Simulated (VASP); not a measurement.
Crystal: MnO.

```xyz
2
Lattice="2.6724 0.0000 0.0000 0.0000 2.6724 0.0000 0.0000 0.0000 2.6724" Properties=species:S:1:pos:R:3 pbc="T T T"
Mn    0.0000    0.0000    0.0000
O     1.3362    1.3362    1.3362
```

```yaml
Program: VASP 6.6.1
Task: relaxation of cell and atoms
Functional: PBE-based screened hybrid with 25 % exact exchange
Potentials_or_basis: VASP PAW PBE potentials, release 64 (Mn_pv, O)
Cutoff: 600 eV
k_mesh: 5 × 5 × 5
Occupations: fermi-dirac, width 0.05 eV
Spin: collinear spin, ferromagnetic start
Starting_moments: "[4.0, 0.0] μB"
```

At the start: pressure 17.0 GPa; volume 9.54 Å³/atom.

Problem. How do energy, volume and symmetry change on relaxing?

Solution. Over 3 steps the energy falls by 40.9 meV/atom and the volume is 10.38 Å³/atom (+8.8 %); space group Pm-3m (No. 221, to 0.1 Å) before and after; moment 5.00 μB per cell.

The path:
```tsv
step	energy change (eV)	largest force (eV/Å)	pressure (GPa)	volume (Å³)
1	0.0000	0.0000	16.96	19.09
2	-0.0465	0.0000	-8.57	22.01
3	-0.0817	0.0000	-0.01	20.76
```

Final structure:
```
Mn O
1.0
     2.74853    0.00000    0.00000
     0.00000    2.74853    0.00000
     0.00000    0.00000    2.74853
Mn O
1 1
Direct
  0.00000 0.00000 0.00000
  0.50000 0.50000 0.50000
```

Caveat: the k points lie up to 0.46 Å⁻¹ apart in the final cell; the PAW data sets were made with another functional, which shifts forces and pressure a little; a cell with one magnetic atom can't hold antiferromagnetic order, which such compounds often take.
